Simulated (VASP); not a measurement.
# LiMg2 (C2/m) in VASP: further runs, part 2 of 2

VASP 6.6.1. The steps go on from the part before.

## 3. Single point, LDA (13.35 Å³/atom)

This run uses another cell than the first one, of 13.35 Å³/atom.

INCAR reads:

```
SYSTEM = LiMg2
PREC = Accurate ; ENCUT = 520
EDIFF = 1E-6 ; ISMEAR = -1
SIGMA = 0.05 ; LREAL = .FALSE.
LASPH = .TRUE. ; NELM = 80
ALGO = Normal ; ISIF = 2
LWAVE = .FALSE. ; LCHARG = .FALSE.
NBANDS = 10
```

KPOINTS reads:

```
Automatic mesh
0
G
  11 11 11
  0 0 0
```

POSCAR reads:

```
LiMg2
1.0
    4.7038379533     -1.4959234399      0.0000000000
    4.7038379533      1.4959234399      0.0000000000
   -0.9511039583      0.0000000000      2.8467673823
Li Mg
1 2
Direct
    0.5000000000      0.5000000000      0.5000000000
    0.8413175900      0.8413175900      0.8411383200
    0.1586824100      0.1586824100      0.1588616800
```

Potentials or basis: VASP PAW LDA potentials, release 64 (Li_sv, Mg).

On the command line:

```bash
cat potpaw_LDA.64/Li_sv/POTCAR potpaw_LDA.64/Mg/POTCAR > POTCAR
mpirun -np 1 vasp_std > vasp.out
```

Run time: 3.2 min. Hardware: 1 thread of Oxide Virtual Turin-like, shared host; peak memory 0.25 GiB.

Results (log left out):

```yaml
Free_energy: -4.7800 eV
Largest_force: 0.519 eV/Å
Band_gap_on_the_k_mesh: zero (an odd number of electrons rules out a gap without spin polarisation)
```

Forces on the atoms (eV/Å):
```
Li   0.000  0.000  0.000
Mg   0.492  0.000  0.163
Mg  -0.492  0.000 -0.163
```

Levels at points of the mesh, in eV from the Fermi level:
```
           k point  band 2  band 3  band 4  band 5  band 6  band 7
(0.00, 0.00, 0.00)   -7.75   -1.42   -0.61    6.97    7.31    7.41
```

Caveat: the cutoff is under 1.25 times the usual one of these potentials, so pressure, stress and relaxed cells hold a basis-set (Pulay) error.

## 4. Single point, LDA (15.41 Å³/atom)

This run uses another cell than the first one, of 15.41 Å³/atom.

INCAR reads:

```
PREC = Accurate ; ENCUT = 520
EDIFF = 1E-6 ; ISMEAR = -1
SIGMA = 0.05 ; LREAL = False
LASPH = True ; NELM = 60
ALGO = Normal ; ISIF = 2
LWAVE = False ; LCHARG = False
NBANDS = 10
```

KPOINTS reads:

```
Automatic mesh
0
Gamma
  11 11 11
```

POSCAR reads:

```
LiMg2
1.0
    4.9336498189     -1.5690086439      0.0000000000
    4.9336498189      1.5690086439      0.0000000000
   -0.9975713276      0.0000000000      2.9858497507
Li Mg
1 2
Direct
    0.5000000000      0.5000000000      0.5000000000
    0.8413175900      0.8413175900      0.8411383200
    0.1586824100      0.1586824100      0.1588616800
```

Potentials or basis: VASP PAW LDA potentials, release 64 (Li_sv, Mg).

On the command line:

```bash
cat potpaw_LDA.64/Li_sv/POTCAR potpaw_LDA.64/Mg/POTCAR > POTCAR
mpirun -np 1 vasp_std > vasp.out
```

OUTCAR:

```text
PREC = Accurate
   ENCUT = 520
   EDIFF = 1E-6
   ISMEAR = -1
   LREAL = False
   LASPH = True
   NELM = 60
   ISIF = 2

 ion  position               nearest neighbor table
   1  0.500  0.500  0.500-   3 2.67   3 2.67   2 2.67   2 2.67   3 2.68   2 2.68   3 2.68   2 2.68

   2  0.841  0.841  0.841-   1 2.67   1 2.67   1 2.68   1 2.68   3 2.80   3 2.80   3 2.81   3 2.81
                             3 2.97
   3  0.159  0.159  0.159-   1 2.67   1 2.67   1 2.68   1 2.68   2 2.80   2 2.80   2 2.81   2 2.81
                             2 2.97

  LATTYP: Found a base centered monoclinic cell.
 ALAT       =     9.8672996378
 B/A-ratio  =     0.3180218908
 C/A-ratio  =     0.3190423323
 COS(beta)  =    -0.3168818246

  Lattice vectors:

 A1 = (   4.9336498189,  -1.5690086439,   0.0000000000)
 A2 = (   4.9336498189,   1.5690086439,   0.0000000000)
 A3 = (  -0.9975713276,   0.0000000000,   2.9858497507)

Analysis of symmetry for initial positions (statically):
=====================================================================
 Subroutine PRICEL returns:
 Original cell was already a primitive cell.

 Routine SETGRP: Setting up the symmetry group for a
 base centered monoclinic supercell.

 Subroutine GETGRP returns: Found  4 space group operations
 (whereof  4 operations were pure point group operations)
 out of a pool of  4 trial point group operations.

The static configuration has the point symmetry C_2h.

Analysis of symmetry for dynamics (positions and initial velocities):
=====================================================================
 Subroutine PRICEL returns:
 Original cell was already a primitive cell.

 Routine SETGRP: Setting up the symmetry group for a
 base centered monoclinic supercell.

 Subroutine GETGRP returns: Found  4 space group operations
 (whereof  4 operations were pure point group operations)
 out of a pool of  4 trial point group operations.

The dynamic configuration has the point symmetry C_2h.

 Subroutine INISYM returns: Found  4 space group operations
[... 124 lines left out ...]
   GGA     = CA    functional components
   LHFCALC =     F    Hartree Fock is set to
   AEXX    =    0.0000 exact exchange contribution
   IVDW    =     0    specifies the selected vdW correction
   LEPSILON=     F    determine dielectric tensor
   LRPA    =     F    only Hartree local field effects (RPA)
 non-spin polarized calculation
  energy-cutoff  :      520.00
  volume of cell :       46.23
 maximum number of plane-waves:      1261
   NGX = 19   NGY = 19   NGZ = 11

 number of electron       7.0000004 magnetization

 Free energy of the ion-electron system (eV)
  ---------------------------------------------------
  ext. energy  EPLUGINS =         0.00000000
  ---------------------------------------------------
  free energy    TOTEN  =        -5.50236800 eV

  energy without entropy =       -5.49596829  energy(sigma->0) =       -5.49916814

 E-fermi :   3.6025     XC(G=0):  -9.4141

 val. band max:        3.5993079170   @ k =  -0.0909  -0.0909   0.2727
 cond. band min:       3.6030057321   @ k =  -0.0909   0.0909   0.0909
 fundamental gap:      0.0036978151
 Fermi energy:         3.6024704792

 k-point     1 :       0.0000    0.0000    0.0000
  band No.  band energies     occupation
      1     -41.3549      2.00000
      2      -3.6298      2.00000
      3       2.2931      2.00000
      4       2.9474      2.00000
      5      10.2683      0.00000
      6      10.3152      0.00000
      7      10.3975      0.00000
      8      11.1232      0.00000
      9      11.2210      0.00000
     10      11.7422      0.00000
[... 287 lines left out ...]
 k-point    24 :      -0.1818    0.1818    0.0000
  band No.  band energies     occupation
      1     -41.3497      2.00000
      2      -1.8059      2.00000
      3       2.8578      2.00000
      4       3.0762      1.99995
      5       4.7275      0.00000
      6       5.6608      0.00000
      7      11.9228      0.00000
      8      12.7032      0.00000
      9      14.5340      0.00000
     10      14.9275      0.00000

 [... further k-points ...]

------------------------ aborting loop because EDIFF is reached ----------------------------------------

  FORCE on cell =-STRESS in cart. coord.  units (eV):
  Direction    XX          YY          ZZ          XY          YZ          ZX
  --------------------------------------------------------------------------------------
  -------------------------------------------------------------------------------------
  Total        4.0497227      3.3473372      3.3673393      0.0000000      0.0000000      0.2047465
  in kB      140.3602918    116.0161496    116.7094058      0.0000000      0.0000000      7.0963572
  external PRESSURE =     124.3619491 kB  Pullay stress =       0.0000000 kB

 VOLUME and BASIS-vectors are now :
 -----------------------------------------------------------------------------
  energy-cutoff  :      520.00
  volume of cell :       46.23
      direct lattice vectors                 reciprocal lattice vectors
     4.933649819 -1.569008644  0.000000000     0.101344850 -0.318672559  0.033859278
     4.933649819  1.569008644  0.000000000     0.101344850  0.318672559  0.033859278
    -0.997571328  0.000000000  2.985849751     0.000000000  0.000000000  0.334913034

 POSITION                                       TOTAL-FORCE (eV/Angst)
 -----------------------------------------------------------------------------------
      4.43486      0.00000      1.49292         0.000000     -0.000000     -0.000000
      7.46244      0.00000      2.51151         0.271795      0.000000      0.090682
      1.40729      0.00000      0.47434        -0.271795      0.000000     -0.090682
 -----------------------------------------------------------------------------------
    total drift:                                0.000000      0.000000     -0.000000

  FREE ENERGIE OF THE ION-ELECTRON SYSTEM (eV)
  ---------------------------------------------------
  free  energy   TOTEN  =        -5.5023680009 eV

  energy  without entropy=       -5.4959682869  energy(sigma->0) =       -5.49916814
```

stdout:

```text
POSCAR found type information on POSCAR LiMg
 POSCAR found :  2 types and       3 ions
 scaLAPACK will be used
 LDA part: xc-table for (Slater(with rela. corr.)+CA(PZ))
 , standard interpolation
 POSCAR, INCAR and KPOINTS ok, starting setup
 FFT: planning ... GRIDC
 FFT: planning ... GRID_SOFT
 FFT: planning ... GRID
 WAVECAR not read
 entering main loop
```

Wall time 2.5 min (1 thread of Oxide Virtual Turin-like, shared host); peak memory 0.27 GiB.

Results:

* Free energy: -5.5024 eV
* Largest force: 0.287 eV/Å
* Band gap on the k mesh: zero (an odd number of electrons rules out a gap without spin polarisation)

Forces in eV/Å, atoms in the order of the input:
```
Li   0.000  0.000  0.000
Mg   0.272  0.000  0.091
Mg  -0.272  0.000 -0.091
```

Caveat: the cutoff is under 1.25 times the usual one of these potentials, so pressure, stress and relaxed cells hold a basis-set (Pulay) error.

## 5. Single point, LDA

This run uses another cell than the first one, of 20.55 Å³/atom.

INCAR reads:

```
  ALGO = Normal
  EDIFF = 1E-7
  ENCUT = 520
  GGA = CA
  ISIF = 2
  ISMEAR = -1
  LASPH = T
  LCHARG = F
  LREAL = F
  LWAVE = F
  NBANDS = 10
  NELM = 60
  PREC = Accurate
  SIGMA = 0.05
```

KPOINTS reads:

```
k-points
0
Gamma
  11 11 11
```

POSCAR reads:

```
LiMg2
1.0
    5.4301842578     -1.7269174650      0.0000000000
    5.4301842578      1.7269174650      0.0000000000
   -1.0979693164      0.0000000000      3.2863528843
Li Mg
1 2
Direct
    0.5000000000      0.5000000000      0.5000000000
    0.8413175900      0.8413175900      0.8411383200
    0.1586824100      0.1586824100      0.1588616800
```

On the command line:

```bash
cat potpaw_LDA.64/Li_sv/POTCAR potpaw_LDA.64/Mg/POTCAR > POTCAR
mpirun -np 1 vasp_std > vasp.out
```

It took 5 min on 1 thread of Oxide Virtual Turin-like, shared host; peak memory 0.33 GiB.

Results (log left out):

```
Free energy            : -5.8783 eV
Largest force          : 0.004 eV/Å
Band gap on the k mesh : zero (an odd number of electrons rules out a gap without spin polarisation)
```

Forces in eV/Å, atoms in the order of the input:
```
Li   0.000  0.000  0.000
Mg  -0.004  0.000  0.000
Mg   0.004  0.000  0.000
```

Levels at points of the mesh, in eV from the Fermi level:
```tsv
k point	band 1	band 2	band 3	band 4	band 5	band 6	band 7	band 8	band 9
(0.00, 0.00, 0.00)	-45.38	-6.26	-1.17	-0.67	5.60	5.67	5.98	6.06	6.06
```

Caveat: the cutoff is under 1.25 times the usual one of these potentials, so pressure, stress and relaxed cells hold a basis-set (Pulay) error.

## 6. The runs side by side

| cell | gap on the mesh (eV) | largest force (eV/Å) |
| --- | --- | --- |
| a = 4.198, b = 4.198, c = 2.553 Å, angles 107.6, 107.6, 35.3°, 3 atoms | none | 2.05 |
| a = 4.936, b = 4.936, c = 3.001 Å, angles 107.6, 107.6, 35.3°, 3 atoms | none | 0.52 |
| a = 5.177, b = 5.177, c = 3.148 Å, angles 107.6, 107.6, 35.3°, 3 atoms | none | 0.29 |
| a = 5.698, b = 5.698, c = 3.465 Å, angles 107.6, 107.6, 35.3°, 3 atoms | none | - |

Alike in all rows: task single point; level LDA; potentials or basis VASP PAW LDA potentials, release 64 (Li_sv, Mg); no spin polarisation; k mesh 11 × 11 × 11; cutoff (eV) 520; smearing fermi-dirac 0.05 eV.

Caveats: the cutoff is under 1.25 times the usual one of these potentials, so pressure, stress and relaxed cells hold a basis-set (Pulay) error; forces of over 1 eV/Å act on the atoms, so gaps and moduli don't describe the material at rest (at least some runs).

Absolute energies hang on the potentials; compare differences alone.
